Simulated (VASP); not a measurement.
# Au (Fm-3m) in VASP: density of states with PBEsol

Aim: the density of states of Au with PBEsol.

All numbers are computed with VASP 6.6.1; they aren't measurements. Logs are shortened: lines on timing, memory, paths and dates and some standing lists are left out, and cuts for length are marked.

### Step 1. The cell of the first run

Symmetry: Fm-3m, No. 225, cubic system. The conventional cell has a = 4.084 Å, b = 4.084 Å, c = 4.084 Å, α = 90.00°, β = 90.00°, γ = 90.00°. Within 3.8 Å of Au (site symmetry m-3m) lie 12 Au at 2.89 Å.

### Step 2. Density of states, PBEsol

Contents of POSCAR:

```
Au
1.0
    0.0000000000      2.0418614720      2.0418614720
    2.0418614720      0.0000000000      2.0418614720
    2.0418614720      2.0418614720      0.0000000000
Au
1
Direct
    0.0000000000      0.0000000000      0.0000000000
```

Contents of INCAR.step1:

```
SYSTEM = Au
ALGO = Normal ; EDIFF = 1E-6
ENCUT = 520 ; GGA = PS
ISIF = 2 ; ISMEAR = 0
LASPH = .True. ; LCHARG = .True.
LMAXMIX = 4 ; LREAL = .False.
LWAVE = .False. ; NBANDS = 12
NELM = 100 ; PREC = Accurate
SIGMA = 0.1
```

Contents of KPOINTS.step1:

```
k-points
0
Gamma
  18 18 18
  0 0 0
```

Contents of INCAR.step2:

```
SYSTEM = Au
ALGO = Normal ; EDIFF = 1E-6
ENCUT = 520 ; GGA = PS
ICHARG = 11 ; ISIF = 2
ISMEAR = -5 ; LASPH = .True.
LCHARG = .False. ; LMAXMIX = 4
LORBIT = 11 ; LREAL = .False.
LWAVE = .False. ; NBANDS = 12
NEDOS = 1001 ; NELM = 100
PREC = Accurate ; SIGMA = 0.1
```

Contents of KPOINTS.step2:

```
k-points
0
Gamma
  27 27 27
  0 0 0
```

Potentials or basis: VASP PAW PBE potentials, release 64 (Au).

Command:

```
cat potpaw_PBE.64/Au/POTCAR > POTCAR
cp INCAR.step1 INCAR
cp KPOINTS.step1 KPOINTS
mpirun -np 1 vasp_std > vasp.out
cp INCAR.step2 INCAR
cp KPOINTS.step2 KPOINTS
mpirun -np 1 vasp_std > vasp.out
```

OUTCAR:

```text
SYSTEM = Au
   EDIFF = 1E-6
   ENCUT = 520
   GGA = PS
   ICHARG = 11
   ISIF = 2
   ISMEAR = -5
   LASPH = .True.
   LORBIT = 11
   LREAL = .False.
   NELM = 100
   PREC = Accurate

 ion  position               nearest neighbor table
   1  0.000  0.000  0.000-

  LATTYP: Found a face centered cubic cell.
 ALAT       =     4.0837229440

  Lattice vectors:

 A1 = (   0.0000000000,   2.0418614720,   2.0418614720)
 A2 = (   2.0418614720,   0.0000000000,   2.0418614720)
 A3 = (   2.0418614720,   2.0418614720,   0.0000000000)

Analysis of symmetry for initial positions (statically):
=====================================================================
 Subroutine PRICEL returns:
 Original cell was already a primitive cell.

 Routine SETGRP: Setting up the symmetry group for a
 face centered cubic supercell.

 Subroutine GETGRP returns: Found 48 space group operations
 (whereof 48 operations were pure point group operations)
 out of a pool of 48 trial point group operations.

The static configuration has the point symmetry O_h .

Analysis of symmetry for dynamics (positions and initial velocities):
=====================================================================
 Subroutine PRICEL returns:
 Original cell was already a primitive cell.

 Routine SETGRP: Setting up the symmetry group for a
 face centered cubic supercell.

 Subroutine GETGRP returns: Found 48 space group operations
 (whereof 48 operations were pure point group operations)
 out of a pool of 48 trial point group operations.

The dynamic configuration has the point symmetry O_h .

 Subroutine INISYM returns: Found 48 space group operations
 (whereof 48 operations are pure point group operations),
 and found     1 'primitive' translations

----------------------------------------------------------------------------------------

                                     Primitive cell

  volume of cell :      17.0259

  direct lattice vectors                    reciprocal lattice vectors
     0.000000000  2.041861472  2.041861472    -0.244874595  0.244874595  0.244874595
     2.041861472  0.000000000  2.041861472     0.244874595 -0.244874595  0.244874595
     2.041861472  2.041861472  0.000000000     0.244874595  0.244874595 -0.244874595

  length of vectors
     2.887628186  2.887628186  2.887628186     0.424135239  0.424135239  0.424135239

  position of ions in fractional coordinates (direct lattice)
     0.000000000  0.000000000  0.000000000

  ion indices of the primitive-cell ions
   primitive index   ion index
                 1           1

----------------------------------------------------------------------------------------

 KPOINTS: k-points

Automatic generation of k-mesh.
 Grid dimensions read from file:
 generate k-points for:   27   27   27

 Generating k-lattice:

  Cartesian coordinates                     Fractional coordinates (reciprocal lattice)
    -0.009069429  0.009069429  0.009069429     0.037037037  0.000000000  0.000000000
     0.009069429 -0.009069429  0.009069429     0.000000000  0.037037037  0.000000000
     0.009069429  0.009069429 -0.009069429     0.000000000  0.000000000  0.037037037

  Length of vectors
     0.015708713  0.015708713  0.015708713

  Shift w.r.t. Gamma in fractional coordinates (k-lattice)
     0.000000000  0.000000000  0.000000000

 TETIRR: Found   2653 inequivalent tetrahedra from   118098

 Subroutine IBZKPT returns following result:
 ===========================================

 Found    560 irreducible k-points:

 Following reciprocal coordinates:
            Coordinates               Weight
  0.000000  0.000000  0.000000      1.000000
  0.037037  0.000000  0.000000      8.000000
  0.074074  0.000000  0.000000      8.000000
  0.111111  0.000000  0.000000      8.000000
  0.148148  0.000000  0.000000      8.000000
  0.185185  0.000000  0.000000      8.000000
[... 16 lines left out ...]
  0.333333  0.037037  0.000000     24.000000
  0.370370  0.037037  0.000000     24.000000
 [... further k-points ...]
   k-points           NKPTS =    560   k-points in BZ     NKDIM =    560   number of bands    NBANDS=     12
   number of dos      NEDOS =   1001   number of ions     NIONS =      1
   total plane-waves  NPLWV =  13824
   dimension x,y,z NGX =    24 NGY =   24 NGZ =   24
   dimension x,y,z NGXF=    48 NGYF=   48 NGZF=   48
   ions per type =               1
   NGX,Y,Z   is equivalent  to a cutoff of  13.82, 13.82, 13.82 a.u.
   NGXF,Y,Z  is equivalent  to a cutoff of  27.63, 27.63, 27.63 a.u.
 SYSTEM =  Au
   PREC   = accura    normal or accurate (medium, high low for compatibility)
   ISTART =      0    job   : 0-new  1-cont  2-samecut
   ICHARG =     11    charge: 1-file 2-atom 10-const
   ISPIN  =      1    spin polarized calculation?
   LNONCOLLINEAR =      F non collinear calculations
   LSORBIT =      F    spin-orbit coupling
   LASPH  =      T    aspherical Exc in radial PAW
   ENCUT  =  520.0 eV  38.22 Ry    6.18 a.u.   5.37  5.37  5.37*2*pi/ulx,y,z
   NELM   =    100;   NELMIN=  2; NELMDL=  0     # of ELM steps
   EDIFF  = 0.1E-05   stopping-criterion for ELM
   LREAL  =      F    real-space projection
   EDIFFG = 0.1E-04   stopping-criterion for IOM
   NSW    =      0    number of steps for IOM
   IBRION =     -1    ionic relax: 0-MD 1-quasi-New 2-CG
   NFREE  =      0    steps in history (QN), initial steepest desc. (CG)
   ISIF   =      2    stress and relaxation
   ISYM   =      2    0-nonsym 1-usesym 2-fastsym
   POTIM  = 0.5000    time-step for ionic-motion
   TEBEG  =    0.0;   TEEND  =   0.0 temperature during run
   PSTRESS=    0.0 pullay stress
   NELECT =      11.0000    total number of electrons
   NUPDOWN=      -1.0000    fix difference up-down
   EMIN   =  10.00;   EMAX   =-10.00  energy-range for DOS
   EFERMI =   0.00;   METHOD = LEGACY
   ISMEAR =    -5;   SIGMA  =   0.10  broadening in eV -4-tet -1-fermi 0-gaus
   EFERMI_NEDOS =   21; number of points for ismear=-14 and -15
   IALGO  =     38    algorithm
   IMIX   =      4    mixing-type and parameters
     AMIX     =   0.40;   BMIX     =  1.00
     AMIX_MAG =   1.60;   BMIX_MAG =  1.00
  volume/ion in A,a.u.               =      17.03       114.90
  Fermi-wavevector in a.u.,A,eV,Ry     =   1.415260  2.674453 27.251923  2.002960
  Thomas-Fermi vector in A             =   2.536717
   LORBIT       =     11    0 simple, 1 ext, 2 COOP (PROOUT), +10 PAW based schemes
   GGA     = PS    functional components
   LHFCALC =     F    Hartree Fock is set to
   AEXX    =    0.0000 exact exchange contribution
   IVDW    =     0    specifies the selected vdW correction
   LEPSILON=     F    determine dielectric tensor
   LRPA    =     F    only Hartree local field effects (RPA)
 non-spin polarized calculation
 Fermi weights with tetrahedron method with Bloechl corrections
  energy-cutoff  :      520.00
  volume of cell :       17.03
 maximum number of plane-waves:       477
 NGX is ok and might be reduce to    24

 number of electron      11.0000000 magnetization

 Free energy of the ion-electron system (eV)
  ---------------------------------------------------
  ext. energy  EPLUGINS =         0.00000000
  ---------------------------------------------------
  free energy    TOTEN  =        -3.92374989 eV

  energy without entropy =       -3.92374989  energy(sigma->0) =       -3.92374989

 E-fermi :   9.3177     XC(G=0): -12.8900

 val. band max:        9.2973053390   @ k =  -0.2963   0.2222   0.0370
 cond. band min:       9.2928946816   @ k =   0.4815   0.4074   0.0741
 fundamental gap:     -0.0044106574
 Fermi energy:         9.3176540244

 k-point     1 :       0.0000    0.0000    0.0000
  band No.  band energies     occupation
      1      -0.6369      2.00000
      2       4.6113      2.00000
      3       4.6113      2.00000
      4       4.6113      2.00000
      5       6.1440      2.00000
      6       6.1440      2.00000
      7      23.7924      0.00000
      8      27.7922      0.00000
      9      27.7922      0.00000
     10      27.7922      0.00000
     11      32.6614      0.00000
     12      37.3359      0.00000

 k-point     2 :       0.0370    0.0000    0.0000
  band No.  band energies     occupation
      1      -0.5887      2.00000
      2       4.5949      2.00000
      3       4.6284      2.00000
      4       4.6284      2.00000
      5       6.1359      2.00000
      6       6.1359      2.00000
      7      23.8513      0.00000
      8      27.4489      0.00000
      9      27.8502      0.00000
     10      27.8502      0.00000
     11      32.9784      0.00000
     12      36.5570      0.00000

 k-point     3 :       0.0741    0.0000    0.0000
  band No.  band energies     occupation
      1      -0.4457      2.00000
      2       4.5489      2.00000
      3       4.6767      2.00000
      4       4.6767      2.00000
      5       6.1149      2.00000
      6       6.1149      2.00000
      7      24.0141      0.00000
      8      26.6192      0.00000
      9      28.0197      0.00000
     10      28.0197      0.00000
     11      33.5041      0.00000
     12      35.6165      0.00000

 k-point     4 :       0.1111    0.0000    0.0000
  band No.  band energies     occupation
      1      -0.2131      2.00000
      2       4.4831      2.00000
      3       4.7474      2.00000
      4       4.7474      2.00000
      5       6.0909      2.00000
      6       6.0909      2.00000
      7      24.2157      0.00000
      8      25.5946      0.00000
      9      28.2871      0.00000
     10      28.2871      0.00000
     11      33.0571      0.00000
     12      35.3557      0.00000

 k-point     5 :       0.1481    0.0000    0.0000
  band No.  band energies     occupation
      1       0.0989      2.00000
      2       4.4144      2.00000
      3       4.8241      2.00000
      4       4.8241      2.00000
      5       6.0817      2.00000
      6       6.0817      2.00000
      7      23.9947      0.00000
      8      24.8914      0.00000
      9      28.6246      0.00000
     10      28.6246      0.00000
     11      32.0769      0.00000
     12      34.3607      0.00000
[... 228 lines left out ...]
      1       1.1808      2.00000
      2       4.3964      2.00000
      3       4.9026      2.00000
      4       4.9259      2.00000
      5       6.1841      2.00000
      6       6.4300      2.00000
      7      20.5797      0.00000
      8      24.9090      0.00000
      9      28.2639      0.00000
     10      30.0662      0.00000
     11      30.4596      0.00000
     12      32.5761      0.00000

 k-point    22 :       0.2963    0.0370    0.0000
  band No.  band energies     occupation
      1       1.5258      2.00000
      2       4.6095      2.00000
      3       4.8533      2.00000
      4       4.8852      2.00000
      5       6.3924      2.00000
      6       6.6093      2.00000
      7      19.1190      0.00000
      8      24.6319      0.00000
      9      27.9750      0.00000
     10      29.4499      0.00000
     11      31.1274      0.00000
     12      32.5438      0.00000

 k-point    23 :       0.3333    0.0370    0.0000
  band No.  band energies     occupation
      1       1.7690      2.00000
      2       4.7591      2.00000
      3       4.8242      2.00000
      4       5.0362      2.00000
      5       6.6457      2.00000
      6       6.8084      2.00000
      7      17.6468      0.00000
      8      24.2803      0.00000
      9      27.5379      0.00000
     10      28.6817      0.00000
     11      31.9496      0.00000
     12      32.7689      0.00000

 k-point    24 :       0.3704    0.0370    0.0000
  band No.  band energies     occupation
      1       1.9050      2.00000
      2       4.6925      2.00000
      3       4.7572      2.00000
      4       5.6005      2.00000
      5       6.9351      2.00000
      6       7.0029      2.00000
      7      16.2002      0.00000
      8      23.9360      0.00000
      9      27.0712      0.00000
     10      27.9191      0.00000
     11      32.8277      0.00000
     12      33.1250      0.00000

 [... further k-points ...]
[... 5 lines left out ...]
  --------------------------------------------------------------------------------------
  -------------------------------------------------------------------------------------
  Total       -0.0847262     -0.0847262     -0.0847262      0.0000000      0.0000000     -0.0000000
  in kB       -7.9729553     -7.9729553     -7.9729553      0.0000000      0.0000000     -0.0000000
  external PRESSURE =      -7.9729553 kB  Pullay stress =       0.0000000 kB

 VOLUME and BASIS-vectors are now :
 -----------------------------------------------------------------------------
  energy-cutoff  :      520.00
  volume of cell :       17.03
      direct lattice vectors                 reciprocal lattice vectors
     0.000000000  2.041861472  2.041861472    -0.244874595  0.244874595  0.244874595
     2.041861472  0.000000000  2.041861472     0.244874595 -0.244874595  0.244874595
     2.041861472  2.041861472  0.000000000     0.244874595  0.244874595 -0.244874595

 POSITION                                       TOTAL-FORCE (eV/Angst)
 -----------------------------------------------------------------------------------
      0.00000      0.00000      0.00000         0.000000      0.000000      0.000000
 -----------------------------------------------------------------------------------
    total drift:                               -0.000000     -0.000000     -0.000000

  FREE ENERGIE OF THE ION-ELECTRON SYSTEM (eV)
  ---------------------------------------------------
  free  energy   TOTEN  =        -3.9237498887 eV

  energy  without entropy=       -3.9237498887  energy(sigma->0) =       -3.92374989

 total charge

# of ion       s       p       d       tot
------------------------------------------
    1        0.535   0.360   8.749   9.644
```

It took 4 min on 1 thread of AMD EPYC 7R13, shared host; peak memory 0.2 GiB.

Results:

- Valence electrons inside the program's atomic spheres: Au 9.64

Caveat: the PAW data sets were made with another functional, which shifts forces and pressure a little; spin-orbit coupling is left out, which moves the levels of the heavy elements; tetrahedron occupations give inexact forces and stress in metals.
